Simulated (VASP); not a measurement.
# SnS2 in VASP: single point with r2SCAN

Aim: the single point of SnS2 with r2SCAN.

Everything below comes from runs of VASP 6.6.1. Logs are shortened: lines on timing, memory, paths and dates and some standing lists are left out, and cuts for length are marked.

## (1) The cell of the first run

The cell holds a slab with vacuum, 6 atoms: a = 3.672 Å, b = 3.672 Å, c = 43.533 Å, α = 90.00°, β = 90.00°, γ = 120.00°.

## (2) Single point, r2SCAN

POSCAR reads:

```
SnS2
1.0
    3.6718668778      0.0000000000      0.0000000000
   -1.8359334389      3.1799299955      0.0000000000
    0.0000000000      0.0000000000     43.5327564201
S Sn
4 2
Direct
    0.6666666667      0.3333333333      0.3944212730
    0.3333333333      0.6666666667      0.4615842071
    0.6666666667      0.3333333333      0.5384157929
    0.3333333333      0.6666666667      0.6055787270
    0.0000000000      0.0000000000      0.4279965473
    0.0000000000      0.0000000000      0.5720034527
```

INCAR.step1 reads:

```
SYSTEM = SnS2
ALGO = Normal
DIPOL = 0.5 0.5 0.500
EDIFF = 1E-5
ENCUT = 440
GGA = PE
GGA_COMPAT = .FALSE.
IDIPOL = 3
ISMEAR = 0
LASPH = .TRUE.
LCHARG = .FALSE.
LDIPOL = .TRUE.
LREAL = .FALSE.
LWAVE = .TRUE.
NBANDS = 35
NELM = 120
NELMDL = -8
PREC = Accurate
SIGMA = 0.02
```

INCAR.step2 reads:

```
SYSTEM = SnS2
ALGO = Normal
DIPOL = 0.5 0.5 0.500
EDIFF = 1E-6
ENCUT = 440
GGA_COMPAT = .FALSE.
IDIPOL = 3
ISIF = 2
ISMEAR = 0
ISTART = 1
LASPH = .TRUE.
LCHARG = .FALSE.
LDIPOL = .TRUE.
LMIXTAU = .TRUE.
LREAL = .FALSE.
LWAVE = .FALSE.
METAGGA = R2SCAN
NBANDS = 35
NELM = 120
PREC = Accurate
SIGMA = 0.02
```

KPOINTS reads:

```
k-points
0
G
  9 9 1
  0 0 0
```

Potentials or basis: VASP PAW PBE potentials, release 64 (S, Sn_d).

On the command line:

```console
> cat potpaw_PBE.64/S/POTCAR potpaw_PBE.64/Sn_d/POTCAR > POTCAR
> cp INCAR.step1 INCAR
> mpirun -np 1 vasp_std > vasp.out
> cp INCAR.step2 INCAR
> mpirun -np 1 vasp_std > vasp.out
```

OUTCAR:

```text
SYSTEM = SnS2
   EDIFF = 1E-6
   ENCUT = 440
   ISIF = 2
   ISMEAR = 0
   ISTART = 1
   LASPH = .TRUE.
   LREAL = .FALSE.
   METAGGA = R2SCAN
   NELM = 120
   PREC = Accurate

 ion  position               nearest neighbor table
   1  0.667  0.333  0.394-   5 2.57   5 2.57   5 2.57
   2  0.333  0.667  0.462-   5 2.58   5 2.58   5 2.58
   3  0.667  0.333  0.538-   6 2.58   6 2.58   6 2.58
   4  0.333  0.667  0.606-   6 2.57   6 2.57   6 2.57
   5  0.000  0.000  0.428-   1 2.57   1 2.57   1 2.57   2 2.58   2 2.58   2 2.58
   6  0.000  0.000  0.572-   4 2.57   4 2.57   4 2.57   3 2.58   3 2.58   3 2.58

  LATTYP: Found a hexagonal cell.
 ALAT       =     3.6718668778
 C/A-ratio  =    11.8557556330

  Lattice vectors:

 A1 = (   3.6718668778,   0.0000000000,   0.0000000000)
 A2 = (  -1.8359334389,   3.1799299955,   0.0000000000)
 A3 = (   0.0000000000,   0.0000000000,  43.5327564201)

Analysis of symmetry for initial positions (statically):
=====================================================================
 Subroutine PRICEL returns:
 Original cell was already a primitive cell.

 Routine SETGRP: Setting up the symmetry group for a
 hexagonal supercell.

 Subroutine GETGRP returns: Found 12 space group operations
 (whereof 12 operations were pure point group operations)
 out of a pool of 24 trial point group operations.

The static configuration has the point symmetry D_3d.

Analysis of symmetry for dynamics (positions and initial velocities):
=====================================================================
 Subroutine PRICEL returns:
 Original cell was already a primitive cell.

 Routine SETGRP: Setting up the symmetry group for a
 hexagonal supercell.

 Subroutine GETGRP returns: Found 12 space group operations
 (whereof 12 operations were pure point group operations)
 out of a pool of 24 trial point group operations.

The dynamic configuration has the point symmetry D_3d.

 Subroutine INISYM returns: Found 12 space group operations
 (whereof 12 operations are pure point group operations),
 and found     1 'primitive' translations

----------------------------------------------------------------------------------------

                                     Primitive cell

  volume of cell :     508.3006

  direct lattice vectors                    reciprocal lattice vectors
     3.671866878  0.000000000  0.000000000     0.272341028  0.157236166  0.000000000
    -1.835933439  3.179929996  0.000000000     0.000000000  0.314472332  0.000000000
     0.000000000  0.000000000 43.532756420     0.000000000  0.000000000  0.022971208

  length of vectors
     3.671866878  3.671866878 43.532756420     0.314472332  0.314472332  0.022971208

  position of ions in fractional coordinates (direct lattice)
     0.666666667  0.333333333  0.394421273
     0.333333333  0.666666667  0.461584207
     0.666666667  0.333333333  0.538415793
     0.333333333  0.666666667  0.605578727
     0.000000000  0.000000000  0.427996547
     0.000000000  0.000000000  0.572003453

  ion indices of the primitive-cell ions
   primitive index   ion index
                 1           1
                 2           2
                 3           3
                 4           4
                 5           5
                 6           6

----------------------------------------------------------------------------------------

 KPOINTS: k-points

Automatic generation of k-mesh.
 Grid dimensions read from file:
 generate k-points for:    9    9    1

 Generating k-lattice:

  Cartesian coordinates                     Fractional coordinates (reciprocal lattice)
     0.030260114  0.017470685  0.000000000     0.111111111  0.000000000  0.000000000
     0.000000000  0.034941370  0.000000000     0.000000000  0.111111111  0.000000000
     0.000000000  0.000000000  0.022971208     0.000000000  0.000000000  1.000000000

  Length of vectors
     0.034941370  0.034941370  0.022971208

  Shift w.r.t. Gamma in fractional coordinates (k-lattice)
     0.000000000  0.000000000  0.000000000

 Subroutine IBZKPT returns following result:
 ===========================================

 Found     12 irreducible k-points:

 Following reciprocal coordinates:
            Coordinates               Weight
  0.000000  0.000000  0.000000      1.000000
  0.111111  0.000000  0.000000      6.000000
  0.222222 -0.000000  0.000000      6.000000
  0.333333 -0.000000  0.000000      6.000000
  0.444444 -0.000000  0.000000      6.000000
  0.111111  0.111111  0.000000      6.000000
  0.222222  0.111111  0.000000     12.000000
  0.333333  0.111111  0.000000     12.000000
  0.444444  0.111111  0.000000      6.000000
  0.222222  0.222222  0.000000      6.000000
  0.333333  0.222222  0.000000     12.000000
  0.333333  0.333333  0.000000      2.000000
   k-points           NKPTS =     12   k-points in BZ     NKDIM =     12   number of bands    NBANDS=     35
   number of dos      NEDOS =    301   number of ions     NIONS =      6
   total plane-waves  NPLWV = 235200
   dimension x,y,z NGX =    28 NGY =   28 NGZ =  300
   dimension x,y,z NGXF=    56 NGYF=   56 NGZF=  600
   ions per type =               4   2
   NGX,Y,Z   is equivalent  to a cutoff of  12.68, 12.68, 11.46 a.u.
   NGXF,Y,Z  is equivalent  to a cutoff of  25.35, 25.35, 22.91 a.u.
 SYSTEM =  SnS2
   PREC   = accura    normal or accurate (medium, high low for compatibility)
   ISTART =      1    job   : 0-new  1-cont  2-samecut
   ICHARG =      0    charge: 1-file 2-atom 10-const
   ISPIN  =      1    spin polarized calculation?
   LNONCOLLINEAR =      F non collinear calculations
   LSORBIT =      F    spin-orbit coupling
   LASPH  =      T    aspherical Exc in radial PAW
   ENCUT  =  440.0 eV  32.34 Ry    5.69 a.u.   6.28  6.28 74.46*2*pi/ulx,y,z
   NELM   =    120;   NELMIN=  2; NELMDL=  0     # of ELM steps
   EDIFF  = 0.1E-05   stopping-criterion for ELM
   LREAL  =      F    real-space projection
   EDIFFG = 0.1E-04   stopping-criterion for IOM
   NSW    =      0    number of steps for IOM
   IBRION =     -1    ionic relax: 0-MD 1-quasi-New 2-CG
   NFREE  =      0    steps in history (QN), initial steepest desc. (CG)
   ISIF   =      2    stress and relaxation
   ISYM   =      2    0-nonsym 1-usesym 2-fastsym
   POTIM  = 0.5000    time-step for ionic-motion
   TEBEG  =    0.0;   TEEND  =   0.0 temperature during run
   PSTRESS=    0.0 pullay stress
   NELECT =      52.0000    total number of electrons
   NUPDOWN=      -1.0000    fix difference up-down
   EMIN   =  10.00;   EMAX   =-10.00  energy-range for DOS
   EFERMI =   0.00;   METHOD = LEGACY
   ISMEAR =     0;   SIGMA  =   0.02  broadening in eV -4-tet -1-fermi 0-gaus
   EFERMI_NEDOS =   21; number of points for ismear=-14 and -15
   IALGO  =     38    algorithm
   IMIX   =      4    mixing-type and parameters
     AMIX     =   0.40;   BMIX     =  1.00
     AMIX_MAG =   1.60;   BMIX_MAG =  1.00
  volume/ion in A,a.u.               =      84.72       571.70
  Fermi-wavevector in a.u.,A,eV,Ry     =   0.765660  1.446887  7.976206  0.586235
  Thomas-Fermi vector in A             =   1.865829
   LORBIT       =      0    0 simple, 1 ext, 2 COOP (PROOUT), +10 PAW based schemes
   METAGGA = R2SCAN    functional components
   LHFCALC =     F    Hartree Fock is set to
   AEXX    =    0.0000 exact exchange contribution
   IVDW    =     0    specifies the selected vdW correction
   LEPSILON=     F    determine dielectric tensor
   LRPA    =     F    only Hartree local field effects (RPA)
 non-spin polarized calculation
 Gauss-broadening in eV      SIGMA  =   0.02
  energy-cutoff  :      440.00
  volume of cell :      508.30
 maximum number of plane-waves:     10733
 NGX is ok and might be reduce to    28
   NGX = 13   NGY = 13   NGZ =149

 number of electron      52.0000019 magnetization

 dipolmoment           0.000000      0.000000     -0.000000 electrons x Angstroem

 Free energy of the ion-electron system (eV)
  ---------------------------------------------------
  ext. energy  EPLUGINS =         0.00000000
  ---------------------------------------------------
  free energy    TOTEN  =       -84.41750326 eV

  energy without entropy =      -84.41750326  energy(sigma->0) =      -84.41750326

 E-fermi :  -3.9726     XC(G=0):  -2.9172

 val. band max:       -4.0858808245   @ k =   0.1111   0.0000   0.0000
 cond. band min:      -2.0864033168   @ k =   0.4444  -0.0000   0.0000
 fundamental gap:      1.9994775077
 Fermi energy:        -3.9725503769

 k-point     1 :       0.0000    0.0000    0.0000
  band No.  band energies     occupation
      1     -25.4736      2.00000
      2     -25.4736      2.00000
      3     -25.4736      2.00000
      4     -25.4736      2.00000
      5     -25.4088      2.00000
      6     -25.4087      2.00000
[... 27 lines left out ...]
     34       1.8698      0.00000
     35       2.9847      0.00000

 k-point     2 :       0.1111    0.0000    0.0000
  band No.  band energies     occupation
      1     -25.4828      2.00000
      2     -25.4828      2.00000
      3     -25.4674      2.00000
      4     -25.4674      2.00000
      5     -25.4035      2.00000
      6     -25.4035      2.00000
[... 27 lines left out ...]
     34       2.1892      0.00000
     35       3.1771      0.00000

 k-point     3 :       0.2222   -0.0000    0.0000
  band No.  band energies     occupation
      1     -25.5084      2.00000
      2     -25.5083      2.00000
      3     -25.4548      2.00000
      4     -25.4548      2.00000
      5     -25.4036      2.00000
      6     -25.4036      2.00000
[... 27 lines left out ...]
     34       2.8409      0.00000
     35       3.6176      0.00000

 k-point     4 :       0.3333   -0.0000    0.0000
  band No.  band energies     occupation
      1     -25.5390      2.00000
      2     -25.5390      2.00000
      3     -25.4463      2.00000
      4     -25.4463      2.00000
      5     -25.4133      2.00000
      6     -25.4133      2.00000
[... 27 lines left out ...]
     34       3.2291      0.00000
     35       3.6088      0.00000

 k-point     5 :       0.4444   -0.0000    0.0000
  band No.  band energies     occupation
      1     -25.5594      2.00000
      2     -25.5594      2.00000
      3     -25.4437      2.00000
      4     -25.4437      2.00000
      5     -25.4195      2.00000
      6     -25.4195      2.00000
[... 27 lines left out ...]
     34       3.0741      0.00000
     35       3.3186      0.00000

 k-point     6 :       0.1111    0.1111    0.0000
  band No.  band energies     occupation
      1     -25.4978      2.00000
      2     -25.4977      2.00000
      3     -25.4610      2.00000
      4     -25.4610      2.00000
      5     -25.3964      2.00000
      6     -25.3964      2.00000
[... 27 lines left out ...]
     34       2.7714      0.00000
     35       3.5339      0.00000

 k-point     7 :       0.2222    0.1111    0.0000
  band No.  band energies     occupation
      1     -25.5218      2.00000
      2     -25.5217      2.00000
      3     -25.4553      2.00000
      4     -25.4553      2.00000
      5     -25.4049      2.00000
      6     -25.4049      2.00000
[... 27 lines left out ...]
     34       3.2442      0.00000
     35       3.7724      0.00000

 k-point     8 :       0.3333    0.1111    0.0000
  band No.  band energies     occupation
      1     -25.5443      2.00000
      2     -25.5442      2.00000
      3     -25.4530      2.00000
      4     -25.4529      2.00000
      5     -25.4121      2.00000
      6     -25.4121      2.00000
[... 27 lines left out ...]
     34       3.2774      0.00000
     35       3.4976      0.00000

 k-point     9 :       0.4444    0.1111    0.0000
  band No.  band energies     occupation
      1     -25.5534      2.00000
      2     -25.5533      2.00000
      3     -25.4527      2.00000
      4     -25.4527      2.00000
      5     -25.4149      2.00000
      6     -25.4149      2.00000
[... 27 lines left out ...]
     34       3.1729      0.00000
     35       3.2410      0.00000

 k-point    10 :       0.2222    0.2222    0.0000
  band No.  band energies     occupation
      1     -25.5289      2.00000
      2     -25.5288      2.00000
      3     -25.4653      2.00000
      4     -25.4653      2.00000
      5     -25.4014      2.00000
      6     -25.4013      2.00000
[... 27 lines left out ...]
     34       3.4411      0.00000
     35       4.1183      0.00000

 k-point    11 :       0.3333    0.2222    0.0000
  band No.  band energies     occupation
      1     -25.5309      2.00000
      2     -25.5308      2.00000
      3     -25.4749      2.00000
      4     -25.4749      2.00000
      5     -25.4001      2.00000
      6     -25.4001      2.00000
[... 27 lines left out ...]
     34       3.7765      0.00000
     35       3.8632      0.00000

 k-point    12 :       0.3333    0.3333    0.0000
  band No.  band energies     occupation
      1     -25.5043      2.00000
      2     -25.5043      2.00000
      3     -25.5043      2.00000
      4     -25.5043      2.00000
      5     -25.3826      2.00000
      6     -25.3826      2.00000
[... 27 lines left out ...]
     34       4.2386      0.00000
     35       4.6919      0.00000

------------------------ aborting loop because EDIFF is reached ----------------------------------------

 vacuum level on the upper side and lower side of the slab       (xc-potential included)        -0.011        -0.011

  FORCE on cell =-STRESS in cart. coord.  units (eV):
  Direction    XX          YY          ZZ          XY          YZ          ZX
  --------------------------------------------------------------------------------------
  -------------------------------------------------------------------------------------
  Total       -0.0294259     -0.0294259     -0.0284664     -0.0000000      0.0000000      0.0000000
  in kB       -0.0927511     -0.0927511     -0.0897269     -0.0000000      0.0000000      0.0000000
  external PRESSURE =      -0.0917430 kB  Pullay stress =       0.0000000 kB

 VOLUME and BASIS-vectors are now :
 -----------------------------------------------------------------------------
  energy-cutoff  :      440.00
  volume of cell :      508.30
      direct lattice vectors                 reciprocal lattice vectors
     3.671866878  0.000000000  0.000000000     0.272341028  0.157236166  0.000000000
    -1.835933439  3.179929996  0.000000000     0.000000000  0.314472332  0.000000000
     0.000000000  0.000000000 43.532756420     0.000000000  0.000000000  0.022971208

 POSITION                                       TOTAL-FORCE (eV/Angst)
 -----------------------------------------------------------------------------------
      1.83593      1.05998     17.17025        -0.000000      0.000000     -0.002506
     -0.00000      2.11995     20.09403         0.000000     -0.000000      0.001983
      1.83593      1.05998     23.43872         0.000000      0.000000     -0.001983
     -0.00000      2.11995     26.36251         0.000000      0.000000      0.002506
      0.00000      0.00000     18.63187        -0.000000      0.000000      0.006089
      0.00000      0.00000     24.90089        -0.000000      0.000000     -0.006089
 -----------------------------------------------------------------------------------
    total drift:                               -0.000000     -0.000000     -0.000000

  FREE ENERGIE OF THE ION-ELECTRON SYSTEM (eV)
  ---------------------------------------------------
  free  energy   TOTEN  =       -84.4175032586 eV

  energy  without entropy=      -84.4175032586  energy(sigma->0) =      -84.41750326

 vacuum level on the upper side and lower side of the slab         3.020         3.020
```

It took 31 min on 1 thread of Intel Xeon Platinum 8375C at 2.90GHz (Ice Lake), shared host; peak memory 0.64 GiB.

What came out:

* Free energy: -84.4175 eV
* Largest force: 0.006 eV/Å
* Band gap on the k mesh: 2.00 eV (least direct gap 2.20 eV)

Forces in eV/Å, atoms in the order of the input:
```
S    0.000  0.000 -0.003
S    0.000  0.000  0.002
S    0.000  0.000 -0.002
S    0.000  0.000  0.003
Sn   0.000  0.000  0.006
Sn   0.000  0.000 -0.006
```

Levels at points of the mesh, in eV from the valence-band top:
```csv
k point,band 22,band 23,band 24,band 25,band 26,band 27,band 28,band 29,band 30,band 31
"(0.00, 0.00, 0.00)",-0.45,-0.14,-0.14,-0.11,-0.11,2.77,3.21,4.37,4.39,5.89
```

Caveat: the PAW data sets were made with another functional, which shifts forces and pressure a little; spin-orbit coupling is left out, which moves the levels of the heavy elements.
